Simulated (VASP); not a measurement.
A run of VASP 6.6.1 is set up as follows.

The input INCAR:

```
SYSTEM = CdS
PREC = Accurate
ENCUT = 520
EDIFF = 1E-7
ISMEAR = -1
SIGMA = 0.02
LREAL = .FALSE.
LASPH = .TRUE.
NELM = 80
ALGO = Normal
ISIF = 2
LWAVE = .FALSE.
LCHARG = .FALSE.
NBANDS = 26
```

KPOINTS

```
Automatic mesh
0
G
  8 8 4
  0 0 0
```

Contents of POSCAR:

```
CdS
1.0
    4.1347992034     -0.0413479920     -0.0413479920
   -2.1032080132      3.6015151457     -0.0151344155
   -0.0674900000     -0.0674900000      6.7490000000
Cd S
2 2
Direct
    0.3333333333      0.6666666667      0.0000000000
    0.6666666667      0.3333333333      0.5000000000
    0.3333333333      0.6666666667      0.3850000000
    0.6666666667      0.3333333333      0.8850000000
```

Potentials or basis: VASP PAW LDA potentials, release 64 (Cd, S).

Command:

```sh
$ cat potpaw_LDA.64/Cd/POTCAR potpaw_LDA.64/S/POTCAR > POTCAR
$ mpirun -np 1 vasp_std > vasp.out
```

Task: Predict the largest force.

Result: 0.350 eV/Å.

Task: Estimate the band gap on the k mesh.

Result: 0.92 eV, direct.

Forces in eV/Å, atoms in the order of the input:
```
Cd   0.199  0.084  0.254
Cd  -0.039  0.076  0.248
S    0.063 -0.076 -0.246
S   -0.224 -0.084 -0.256
```

Caveat: the cell differs from its parent crystal (equal xy, yz and zx shear strains of -2 %).
